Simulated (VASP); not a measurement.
# WC (C2) in VASP: single point with r2SCAN

Aim: the single point of WC with r2SCAN.

Program: VASP 6.6.1. These are calculated values, not measurements. Logs are shortened: lines on timing, memory, paths and dates and some standing lists are left out, and cuts for length are marked.

### 1 The cell of the first run

The structure is monoclinic, space group C2 (No. 5). The conventional cell has a = 2.902 Å, b = 5.024 Å, c = 2.830 Å, α = 90.00°, β = 93.44°, γ = 90.00°. Within 2.8 Å of W (site symmetry 2) lie 6 C at 2.14 to 2.25 Å. C (site symmetry 2) has 6 W at 2.14 to 2.25 Å within 2.8 Å.

### 2 Single point, r2SCAN (strain -0.0600 x Voigt [0, 0, 0, 0, 1, 0])

File POSCAR:

```
WC
1.0
    2.9005014360      0.0000000000     -0.0870150431
   -1.4502507180      2.5119079273      0.0435075215
   -0.0848700000      0.0000000000      2.8290000000
W C
1 1
Direct
    0.0000000000      0.0000000000      0.0000000000
    0.6666666667      0.3333333333      0.5000000000
```

File INCAR.step1:

```
  PREC = Accurate
  ENCUT = 520
  ISMEAR = 0
  SIGMA = 0.15
  LREAL = F
  LASPH = T
  NELM = 60
  NBANDS = 16
  GGA = PE
  ALGO = Normal
  EDIFF = 1E-4
  LWAVE = T
  LCHARG = F
```

File INCAR.step2:

```
  PREC = Accurate
  ENCUT = 520
  EDIFF = 1E-6
  ISMEAR = 0
  SIGMA = 0.15
  LREAL = F
  LASPH = T
  NELM = 60
  ALGO = Normal
  ISIF = 2
  LWAVE = F
  LCHARG = F
  METAGGA = R2SCAN
  LMIXTAU = T
  NBANDS = 16
  ISTART = 1
```

File KPOINTS:

```
Automatic mesh
0
Gamma
  18 18 16
```

Potentials or basis: VASP PAW PBE potentials, release 64 (W_sv, C).

Launch:

```
$ cat potpaw_PBE.64/W_sv/POTCAR potpaw_PBE.64/C/POTCAR > POTCAR
$ cp INCAR.step1 INCAR
$ mpirun -np 1 vasp_std > vasp.out
$ cp INCAR.step2 INCAR
$ mpirun -np 1 vasp_std > vasp.out
```

OUTCAR:

```text
PREC = Accurate
   ENCUT = 520
   EDIFF = 1E-6
   ISMEAR = 0
   LREAL = F
   LASPH = T
   NELM = 60
   ISIF = 2
   METAGGA = R2SCAN
   ISTART = 1

 ion  position               nearest neighbor table
   1  0.000  0.000  0.000-   2 2.14   2 2.14   2 2.19   2 2.19   2 2.25   2 2.25
   2  0.667  0.333  0.500-   1 2.14   1 2.14   1 2.19   1 2.19   1 2.25   1 2.25

  LATTYP: Found a base centered monoclinic cell.
 ALAT       =     2.9018063681
 B/A-ratio  =     1.7312719104
 C/A-ratio  =     0.9753485949
 COS(beta)  =    -0.0599460486

  Lattice vectors:

 A1 = (   1.4502507180,  -2.5119079273,  -0.0435075215)
 A2 = (   1.4502507180,   2.5119079273,  -0.0435075216)
 A3 = (  -0.0848700000,   0.0000000000,   2.8290000000)

Analysis of symmetry for initial positions (statically):
=====================================================================
 Subroutine PRICEL returns:
 Original cell was already a primitive cell.

 Routine SETGRP: Setting up the symmetry group for a
 base centered monoclinic supercell.

 Subroutine GETGRP returns: Found  2 space group operations
 (whereof  2 operations were pure point group operations)
 out of a pool of  4 trial point group operations.

The static configuration has the point symmetry C_2 .

Analysis of symmetry for dynamics (positions and initial velocities):
=====================================================================
 Subroutine PRICEL returns:
 Original cell was already a primitive cell.

 Routine SETGRP: Setting up the symmetry group for a
 base centered monoclinic supercell.

 Subroutine GETGRP returns: Found  2 space group operations
 (whereof  2 operations were pure point group operations)
 out of a pool of  4 trial point group operations.

The dynamic configuration has the point symmetry C_2 .

 Subroutine INISYM returns: Found  2 space group operations
 (whereof  2 operations are pure point group operations),
 and found     1 'primitive' translations

----------------------------------------------------------------------------------------

                                     Primitive cell

  volume of cell :      20.5930

  direct lattice vectors                    reciprocal lattice vectors
     2.900501436  0.000000000 -0.087015043     0.345078543  0.199051882  0.010352356
    -1.450250718  2.511907927  0.043507522     0.000000000  0.398103764  0.000000000
    -0.084870000  0.000000000  2.829000000     0.010614006  0.000000000  0.353800216

  length of vectors
     2.901806368  2.900827724  2.830272764     0.398507245  0.398103764  0.353959390

  position of ions in fractional coordinates (direct lattice)
     0.000000000  0.000000000  0.000000000
     0.666666667  0.333333333  0.500000000

  ion indices of the primitive-cell ions
   primitive index   ion index
                 1           1
                 2           2

----------------------------------------------------------------------------------------

 KPOINTS: Automatic mesh

Automatic generation of k-mesh.
 Grid dimensions read from file:
 generate k-points for:   18   18   16

 Generating k-lattice:

  Cartesian coordinates                     Fractional coordinates (reciprocal lattice)
     0.019171030  0.011058438  0.000575131     0.055555556 -0.000000000 -0.000000000
     0.000000000  0.022116876  0.000000000     0.000000000  0.055555556  0.000000000
     0.000663375  0.000000000  0.022112513    -0.000000000  0.000000000  0.062500000

  Length of vectors
     0.022139291  0.022116876  0.022122462

  Shift w.r.t. Gamma in fractional coordinates (k-lattice)
     0.000000000  0.000000000  0.000000000

 Subroutine IBZKPT returns following result:
 ===========================================

 Found   1379 irreducible k-points:

 Following reciprocal coordinates:
            Coordinates               Weight
  0.000000  0.000000  0.000000      1.000000
  0.055556 -0.000000  0.000000      4.000000
  0.111111 -0.000000  0.000000      4.000000
  0.166667  0.000000  0.000000      4.000000
  0.222222  0.000000 -0.000000      4.000000
  0.277778 -0.000000 -0.000000      4.000000
[... 16 lines left out ...]
 -0.333333  0.055556  0.000000      4.000000
 -0.277778  0.055556  0.000000      4.000000
 [... further k-points ...]
   k-points           NKPTS =   1379   k-points in BZ     NKDIM =   1379   number of bands    NBANDS=     16
   number of dos      NEDOS =    301   number of ions     NIONS =      2
   total plane-waves  NPLWV =  13824
   dimension x,y,z NGX =    24 NGY =   24 NGZ =   24
   dimension x,y,z NGXF=    48 NGYF=   48 NGZF=   48
   ions per type =               1   1
   NGX,Y,Z   is equivalent  to a cutoff of  13.75, 13.75, 14.10 a.u.
   NGXF,Y,Z  is equivalent  to a cutoff of  27.50, 27.51, 28.19 a.u.
 SYSTEM =  unknown system
   PREC   = accura    normal or accurate (medium, high low for compatibility)
   ISTART =      1    job   : 0-new  1-cont  2-samecut
   ICHARG =      0    charge: 1-file 2-atom 10-const
   ISPIN  =      1    spin polarized calculation?
   LNONCOLLINEAR =      F non collinear calculations
   LSORBIT =      F    spin-orbit coupling
   LASPH  =      T    aspherical Exc in radial PAW
   ENCUT  =  520.0 eV  38.22 Ry    6.18 a.u.   5.40  5.39  5.26*2*pi/ulx,y,z
   NELM   =     60;   NELMIN=  2; NELMDL=  0     # of ELM steps
   EDIFF  = 0.1E-05   stopping-criterion for ELM
   LREAL  =      F    real-space projection
   EDIFFG = 0.1E-04   stopping-criterion for IOM
   NSW    =      0    number of steps for IOM
   IBRION =     -1    ionic relax: 0-MD 1-quasi-New 2-CG
   NFREE  =      0    steps in history (QN), initial steepest desc. (CG)
   ISIF   =      2    stress and relaxation
   ISYM   =      2    0-nonsym 1-usesym 2-fastsym
   POTIM  = 0.5000    time-step for ionic-motion
   TEBEG  =    0.0;   TEEND  =   0.0 temperature during run
   PSTRESS=    0.0 pullay stress
   NELECT =      18.0000    total number of electrons
   NUPDOWN=      -1.0000    fix difference up-down
   EMIN   =  10.00;   EMAX   =-10.00  energy-range for DOS
   EFERMI =   0.00;   METHOD = LEGACY
   ISMEAR =     0;   SIGMA  =   0.15  broadening in eV -4-tet -1-fermi 0-gaus
   EFERMI_NEDOS =   21; number of points for ismear=-14 and -15
   IALGO  =     38    algorithm
   IMIX   =      4    mixing-type and parameters
     AMIX     =   0.40;   BMIX     =  1.00
     AMIX_MAG =   1.60;   BMIX_MAG =  1.00
  volume/ion in A,a.u.               =      10.30        69.48
  Fermi-wavevector in a.u.,A,eV,Ry     =   1.565283  2.957955 33.335766  2.450110
  Thomas-Fermi vector in A             =   2.667782
   LORBIT       =      0    0 simple, 1 ext, 2 COOP (PROOUT), +10 PAW based schemes
   METAGGA = R2SCAN    functional components
   LHFCALC =     F    Hartree Fock is set to
   AEXX    =    0.0000 exact exchange contribution
   IVDW    =     0    specifies the selected vdW correction
   LEPSILON=     F    determine dielectric tensor
   LRPA    =     F    only Hartree local field effects (RPA)
 non-spin polarized calculation
 Gauss-broadening in eV      SIGMA  =   0.15
  energy-cutoff  :      520.00
  volume of cell :       20.59
 maximum number of plane-waves:       573
 NGX is ok and might be reduce to    24
   NGX = 11   NGY = 11   NGZ = 11

 number of electron      18.0000000 magnetization

 Free energy of the ion-electron system (eV)
  ---------------------------------------------------
  ext. energy  EPLUGINS =         0.00000000
  ---------------------------------------------------
  free energy    TOTEN  =       -61.53121768 eV

  energy without entropy =      -61.52790312  energy(sigma->0) =      -61.52956040

 E-fermi :  11.1074     XC(G=0): -15.0156

 val. band max:       11.1066841232   @ k =  -0.0556   0.5000   0.4375
 cond. band min:      11.1159010516   @ k =   0.5000  -0.4444   0.4375
 fundamental gap:      0.0092169284
 Fermi energy:        11.1073715853

 k-point     1 :       0.0000    0.0000    0.0000
  band No.  band energies     occupation
      1     -64.8429      2.00000
      2     -28.1521      2.00000
      3     -28.0474      2.00000
      4     -28.0443      2.00000
      5      -4.2271      2.00000
      6       6.5703      2.00000
[... 8 lines left out ...]
     15      26.5084      0.00000
     16      28.6063      0.00000

 k-point     2 :       0.0556   -0.0000    0.0000
  band No.  band energies     occupation
      1     -64.8408      2.00000
      2     -28.1486      2.00000
      3     -28.0750      2.00000
      4     -28.0514      2.00000
      5      -4.1419      2.00000
      6       6.6037      2.00000
[... 8 lines left out ...]
     15      26.2821      0.00000
     16      28.8647      0.00000

 k-point     3 :       0.1111   -0.0000    0.0000
  band No.  band energies     occupation
      1     -64.8350      2.00000
      2     -28.1561      2.00000
      3     -28.1380      2.00000
      4     -28.0696      2.00000
      5      -3.8933      2.00000
      6       6.5703      2.00000
[... 8 lines left out ...]
     15      25.9263      0.00000
     16      29.3683      0.00000

 k-point     4 :       0.1667    0.0000    0.0000
  band No.  band energies     occupation
      1     -64.8260      2.00000
      2     -28.2777      2.00000
      3     -28.1227      2.00000
      4     -28.0973      2.00000
      5      -3.5012      2.00000
      6       6.1554      2.00000
[... 8 lines left out ...]
     15      25.7447      0.00000
     16      29.9978      0.00000
[... 324 lines left out ...]
 k-point    22 :      -0.3889    0.0556    0.0000
  band No.  band energies     occupation
      1     -64.7868      2.00000
      2     -28.7760      2.00000
      3     -28.2301      2.00000
      4     -28.0533      2.00000
      5      -1.5134      2.00000
      6       4.2659      2.00000
[... 8 lines left out ...]
     15      26.9427      0.00000
     16      28.6296      0.00000

 k-point    23 :      -0.3333    0.0556    0.0000
  band No.  band energies     occupation
      1     -64.7968      2.00000
      2     -28.6516      2.00000
      3     -28.1974      2.00000
      4     -28.0710      2.00000
      5      -2.0790      2.00000
      6       4.7124      2.00000
[... 8 lines left out ...]
     15      26.8839      0.00000
     16      29.0762      0.00000

 k-point    24 :      -0.2778    0.0556    0.0000
  band No.  band energies     occupation
      1     -64.8082      2.00000
      2     -28.5075      2.00000
      3     -28.1600      2.00000
      4     -28.0911      2.00000
      5      -2.6635      2.00000
      6       5.2464      2.00000
[... 8 lines left out ...]
     15      26.1532      0.00000
     16      29.9331      0.00000

 [... further k-points ...]
[... 5 lines left out ...]
  --------------------------------------------------------------------------------------
  -------------------------------------------------------------------------------------
  Total        1.0984075      0.9312077      1.0233216      0.0000000     -0.0000000      2.5230879
  in kB       85.4585212     72.4500090     79.6166681      0.0000000     -0.0000000    196.3017847
  external PRESSURE =      79.1750661 kB  Pullay stress =       0.0000000 kB

 VOLUME and BASIS-vectors are now :
 -----------------------------------------------------------------------------
  energy-cutoff  :      520.00
  volume of cell :       20.59
      direct lattice vectors                 reciprocal lattice vectors
     2.900501436  0.000000000 -0.087015043     0.345078543  0.199051882  0.010352356
    -1.450250718  2.511907927  0.043507522     0.000000000  0.398103764  0.000000000
    -0.084870000  0.000000000  2.829000000     0.010614006  0.000000000  0.353800216

 POSITION                                       TOTAL-FORCE (eV/Angst)
 -----------------------------------------------------------------------------------
      0.00000      0.00000      0.00000        -0.000000     -0.112535      0.000000
      1.40782      0.83730      1.37099         0.000000      0.112535     -0.000000
 -----------------------------------------------------------------------------------
    total drift:                               -0.000000     -0.000000     -0.000000

  FREE ENERGIE OF THE ION-ELECTRON SYSTEM (eV)
  ---------------------------------------------------
  free  energy   TOTEN  =       -61.5312176826 eV

  energy  without entropy=      -61.5279031156  energy(sigma->0) =      -61.52956040
```

Run time: 15 min. Hardware: 1 thread of AMD EPYC 9R45 (Zen 5), shared host; peak memory 0.5 GiB.

What came out:

```
Free energy            : -61.5312 eV
Pressure               : 7.9 GPa
Largest force          : 0.113 eV/Å
Band gap on the k mesh : zero (band 9 reaches 11.79 eV, above the bottom of band 10 at 10.52 eV)
```

Forces on the atoms (eV/Å):
```
W    0.000 -0.113  0.000
C    0.000  0.113  0.000
```

Levels at points of the mesh, in eV from the Fermi level:
```
           k point  band 7  band 8  band 9  band 10  band 11  band 12
(0.00, 0.00, 0.00)   -3.58   -3.57    0.10     3.17     3.30     6.10
(0.50, 0.00, 0.00)   -4.10   -3.48   -0.55     2.45     4.74     5.18
(0.00, 0.50, 0.00)   -3.83   -3.74   -0.53     2.28     4.73     5.25
(0.00, 0.00, 0.50)   -2.19   -2.17   -0.62    -0.59     3.84     4.82
(0.50, 0.00, 0.50)   -4.58   -4.45    0.27     4.60     5.49     7.00
(0.00, 0.50, 0.50)   -4.56   -4.41    0.25     4.61     5.51     7.00
```

Caveat: the cell differs from its parent crystal (strain -0.0600 x Voigt [0, 0, 0, 0, 1, 0]); the PAW data sets were made with another functional, which shifts forces and pressure a little; spin-orbit coupling is left out, which moves the levels of the heavy elements.
